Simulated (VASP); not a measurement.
# AlNi (Pm-3m) in VASP: settings compared, part 3 of 3

VASP 6.6.1. Earlier steps stand in the parts before.

### 6 Single point, PBE, collinear spin, ferromagnetic start

This run uses another cell than the first one, of 11.96 Å³/atom.

File INCAR:

```
  PREC = Accurate
  ENCUT = 690
  EDIFF = 1E-6
  ISMEAR = -1
  SIGMA = 0.05
  LREAL = F
  LASPH = T
  NELM = 200
  ALGO = Normal
  ISIF = 2
  LWAVE = F
  LCHARG = F
  ISPIN = 2
  MAGMOM = 1.5 0
  LORBIT = 11
  NUPDOWN = 1.5
  LMAXMIX = 4
  GGA = PE
  NBANDS = 22
  GGA_COMPAT = F
```

File KPOINTS:

```
Automatic mesh
0
Gamma
  8 8 8
```

File POSCAR:

```
AlNi
1.0
    2.8810000000      0.0000000000      0.0000000000
    0.0000000000      2.8810000000      0.0000000000
    0.0000000000      0.0000000000      2.8810000000
Ni Al
1 1
Direct
    0.5000000000      0.5000000000      0.5000000000
    0.0000000000      0.0000000000      0.0000000000
```

Potentials or basis: VASP PAW PBE potentials, release 64 (Ni_sv_GW, Al).

The run is started by

```bash
$ cat potpaw_PBE.64/Ni_sv_GW/POTCAR potpaw_PBE.64/Al/POTCAR > POTCAR
$ mpirun -np 1 vasp_std > vasp.out
```

OUTCAR:

```text
PREC = Accurate
   ENCUT = 690
   EDIFF = 1E-6
   ISMEAR = -1
   LREAL = F
   LASPH = T
   NELM = 200
   ISIF = 2
   ISPIN = 2
   LORBIT = 11
   NUPDOWN = 1.5
   GGA = PE

 ion  position               nearest neighbor table
   1  0.500  0.500  0.500-   2 2.50   2 2.50   2 2.50   2 2.50   2 2.50   2 2.50   2 2.50   2 2.50

   2  0.000  0.000  0.000-   1 2.50   1 2.50   1 2.50   1 2.50   1 2.50   1 2.50   1 2.50   1 2.50

  LATTYP: Found a simple cubic cell.
 ALAT       =     2.8810000000

  Lattice vectors:

 A1 = (   2.8810000000,   0.0000000000,   0.0000000000)
 A2 = (   0.0000000000,   2.8810000000,   0.0000000000)
 A3 = (   0.0000000000,   0.0000000000,   2.8810000000)

Analysis of symmetry for initial positions (statically):
=====================================================================
 Subroutine PRICEL returns:
 Original cell was already a primitive cell.

 Routine SETGRP: Setting up the symmetry group for a
 simple cubic supercell.

 Subroutine GETGRP returns: Found 48 space group operations
 (whereof 48 operations were pure point group operations)
 out of a pool of 48 trial point group operations.

The static configuration has the point symmetry O_h .

Analysis of symmetry for dynamics (positions and initial velocities):
=====================================================================
 Subroutine PRICEL returns:
 Original cell was already a primitive cell.

 Routine SETGRP: Setting up the symmetry group for a
 simple cubic supercell.

 Subroutine GETGRP returns: Found 48 space group operations
 (whereof 48 operations were pure point group operations)
 out of a pool of 48 trial point group operations.

The dynamic configuration has the point symmetry O_h .

Analysis of structural, dynamic, and magnetic symmetry:
=====================================================================
 Subroutine PRICEL returns:
 Original cell was already a primitive cell.

 Routine SETGRP: Setting up the symmetry group for a
 simple cubic supercell.

 Subroutine GETGRP returns: Found 48 space group operations
 (whereof 48 operations were pure point group operations)
 out of a pool of 48 trial point group operations.

The overall configuration has the point symmetry O_h .

 Subroutine INISYM returns: Found 48 space group operations
 (whereof 48 operations are pure point group operations),
 and found     1 'primitive' translations

----------------------------------------------------------------------------------------

                                     Primitive cell

  volume of cell :      23.9128

  direct lattice vectors                    reciprocal lattice vectors
     2.881000000  0.000000000  0.000000000     0.347101701  0.000000000  0.000000000
     0.000000000  2.881000000  0.000000000     0.000000000  0.347101701  0.000000000
     0.000000000  0.000000000  2.881000000     0.000000000  0.000000000  0.347101701

  length of vectors
     2.881000000  2.881000000  2.881000000     0.347101701  0.347101701  0.347101701

  position of ions in fractional coordinates (direct lattice)
     0.500000000  0.500000000  0.500000000
     0.000000000  0.000000000  0.000000000

[... 68 lines left out ...]
   ISTART =      0    job   : 0-new  1-cont  2-samecut
   ICHARG =      2    charge: 1-file 2-atom 10-const
   ISPIN  =      2    spin polarized calculation?
   LNONCOLLINEAR =      F non collinear calculations
   LSORBIT =      F    spin-orbit coupling
   LASPH  =      T    aspherical Exc in radial PAW
   ENCUT  =  690.0 eV  50.71 Ry    7.12 a.u.   6.17  6.17  6.17*2*pi/ulx,y,z
   NELM   =    200;   NELMIN=  2; NELMDL= -5     # of ELM steps
   EDIFF  = 0.1E-05   stopping-criterion for ELM
   LREAL  =      F    real-space projection
   EDIFFG = 0.1E-04   stopping-criterion for IOM
   NSW    =      0    number of steps for IOM
   IBRION =     -1    ionic relax: 0-MD 1-quasi-New 2-CG
   NFREE  =      0    steps in history (QN), initial steepest desc. (CG)
   ISIF   =      2    stress and relaxation
   ISYM   =      2    0-nonsym 1-usesym 2-fastsym
   POTIM  = 0.5000    time-step for ionic-motion
   TEBEG  =    0.0;   TEEND  =   0.0 temperature during run
   PSTRESS=    0.0 pullay stress
   NELECT =      21.0000    total number of electrons
   NUPDOWN=       1.5000    fix difference up-down
   EMIN   =  10.00;   EMAX   =-10.00  energy-range for DOS
   EFERMI =   0.00;   METHOD = LEGACY
   ISMEAR =    -1;   SIGMA  =   0.05  broadening in eV -4-tet -1-fermi 0-gaus
   EFERMI_NEDOS =   21; number of points for ismear=-14 and -15
   IALGO  =     38    algorithm
   IMIX   =      4    mixing-type and parameters
     AMIX     =   0.40;   BMIX     =  1.00
     AMIX_MAG =   1.60;   BMIX_MAG =  1.00
  volume/ion in A,a.u.               =      11.96        80.69
  Fermi-wavevector in a.u.,A,eV,Ry     =   1.567730  2.962581 33.440102  2.457778
  Thomas-Fermi vector in A             =   2.669867
   LORBIT       =     11    0 simple, 1 ext, 2 COOP (PROOUT), +10 PAW based schemes
   GGA     = PE    functional components
   LHFCALC =     F    Hartree Fock is set to
   AEXX    =    0.0000 exact exchange contribution
   IVDW    =     0    specifies the selected vdW correction
   LEPSILON=     F    determine dielectric tensor
   LRPA    =     F    only Hartree local field effects (RPA)
 spin polarized calculation
  energy-cutoff  :      690.00
  volume of cell :       23.91
 maximum number of plane-waves:      1021
 NGX is ok and might be reduce to    28
   NGX = 13   NGY = 13   NGZ = 13

 number of electron      20.9999981 magnetization       1.4999997

 Free energy of the ion-electron system (eV)
  ---------------------------------------------------
  ext. energy  EPLUGINS =         0.00000000
  ---------------------------------------------------
  free energy    TOTEN  =       -10.23703031 eV

  energy without entropy =      -10.22842000  energy(sigma->0) =      -10.23272515

 E-fermi :   7.9033     XC(G=0): -12.3481

 val. band max:       11.4267211901   @ k =   0.2500   0.2500   0.0000
 cond. band min:       7.9183025063   @ k =   0.3750   0.3750   0.3750
 fundamental gap:     -3.5084186838
 Fermi energy:        11.4746583096

 spin component 1

 k-point     1 :       0.0000    0.0000    0.0000
  band No.  band energies     occupation
      1     -95.2426      1.00000
      2     -55.6107      1.00000
      3     -55.6107      1.00000
      4     -55.6107      1.00000
      5      -2.0753      1.00000
      6       5.0227      1.00000
[... 589 lines left out ...]
     21      33.1533      0.00000
     22      35.5013      0.00000

 [... further k-points ...]

 spin component 2

 k-point     1 :       0.0000    0.0000    0.0000
  band No.  band energies     occupation
      1     -94.1168      1.00000
      2     -54.5118      1.00000
      3     -54.5118      1.00000
      4     -54.5118      1.00000
      5      -1.5805      1.00000
      6       6.2412      1.00000
[... 589 lines left out ...]
     21      33.5961      0.00000
     22      36.1122      0.00000

 [... further k-points ...]

------------------------ aborting loop because EDIFF is reached ----------------------------------------

  FORCE on cell =-STRESS in cart. coord.  units (eV):
  Direction    XX          YY          ZZ          XY          YZ          ZX
  --------------------------------------------------------------------------------------
  -------------------------------------------------------------------------------------
  Total        1.8692629      1.8692629      1.8692629      0.0000000     -0.0000000      0.0000000
  in kB      125.2423439    125.2423439    125.2423439      0.0000000     -0.0000000      0.0000000
  external PRESSURE =     125.2423439 kB  Pullay stress =       0.0000000 kB

 VOLUME and BASIS-vectors are now :
 -----------------------------------------------------------------------------
  energy-cutoff  :      690.00
  volume of cell :       23.91
      direct lattice vectors                 reciprocal lattice vectors
     2.881000000  0.000000000  0.000000000     0.347101701  0.000000000  0.000000000
     0.000000000  2.881000000  0.000000000     0.000000000  0.347101701  0.000000000
     0.000000000  0.000000000  2.881000000     0.000000000  0.000000000  0.347101701

 POSITION                                       TOTAL-FORCE (eV/Angst)
 -----------------------------------------------------------------------------------
      1.44050      1.44050      1.44050         0.000000      0.000000      0.000000
      0.00000      0.00000      0.00000         0.000000      0.000000      0.000000
 -----------------------------------------------------------------------------------
    total drift:                                0.000000      0.000000      0.000000

  FREE ENERGIE OF THE ION-ELECTRON SYSTEM (eV)
  ---------------------------------------------------
  free  energy   TOTEN  =       -10.2370303077 eV

  energy  without entropy=      -10.2284200002  energy(sigma->0) =      -10.23272515

 total charge

# of ion       s       p       d       f       tot
--------------------------------------------------
    1        2.256   6.333   7.805   0.002  16.396
    2        0.393   0.414   0.000   0.000   0.808
--------------------------------------------------
tot          2.649   6.748   7.805   0.002  17.204

 magnetization (x)

# of ion       s       p       d       f       tot
--------------------------------------------------
    1        0.052   0.089   0.880   0.001   1.021
    2        0.028   0.065   0.000   0.000   0.093
--------------------------------------------------
tot          0.080   0.154   0.880   0.001   1.114
```

Run time: 30 s. Hardware: 1 thread of AMD EPYC 9R45 (Zen 5), shared host; peak memory 0.18 GiB.

What came out:

- Free energy: -10.2370 eV
- Pressure: 12.5 GPa
- Net moment: 1.50 μB per cell
- Site moments: Ni +1.02; Al +0.09 μB
- Valence electrons inside the program's atomic spheres: Ni 16.40; Al 0.81

Caveat: the cell stands under pressure; the total moment is fixed, so each spin has its own Fermi level and the state may be an excited one.

### 7 Overview

```csv
task,level,potentials or basis,fixed moment (μB),cell,k mesh,cutoff (eV),grid for exact exchange (PRECFOCK),share of exact exchange,screening parameter,gap on the mesh (eV),pressure (GPa),moment (μB)
single point,RPBE,"VASP PAW PBE potentials, release 64 (Ni, Al)",-,"a = 2.916 Å, 2 atoms",9 × 9 × 9,520,-,-,-,none,-0.1,0.00
relaxation of cell and atoms,revPBE+D4,"VASP PAW PBE potentials, release 64 (Ni, Al)",-,"relaxed from a = 2.881 Å, 2 atoms",9 × 9 × 9,600,-,-,-,none,0.0,0.00
single point,PBEsol-based screened hybrid with 25 % exact exchange,"VASP PAW PBE potentials, release 64 (Ni, Al)",-,"a = 2.846 Å, 2 atoms",5 × 5 × 5,520,Normal,0.25,0.207 1/Å,none,0.3,0.44
single point,PBE0,"VASP PAW PBE potentials, release 64 (Ni, Al)",-,"a = 2.900 Å, 2 atoms",6 × 6 × 6,520,Normal,0.25,-,none,-5.8,0.10
single point,PBE,"VASP PAW PBE potentials, release 64 (Ni_sv_GW, Al)",1.5,"a = 2.881 Å, 2 atoms",8 × 8 × 8,690,-,-,-,-,12.5,1.50
```

Alike in all rows: spin collinear, ferromagnetic start; smearing fermi-dirac 0.05 eV.

Caveats: some runs use coarse meshes; the PAW data sets were made with another functional, which shifts forces and pressure a little (at least some runs); the moments typed at the start vanished in this run (at least some runs); the cell stands under pressure (at least some runs); the total moment is fixed, so each spin has its own Fermi level and the state may be an excited one (at least some runs).

Total energies depend on the potentials used, so only differences within one code and one set of settings carry meaning.

The gap in the log of VASP goes by the Fermi energy; the results here count the filled bands.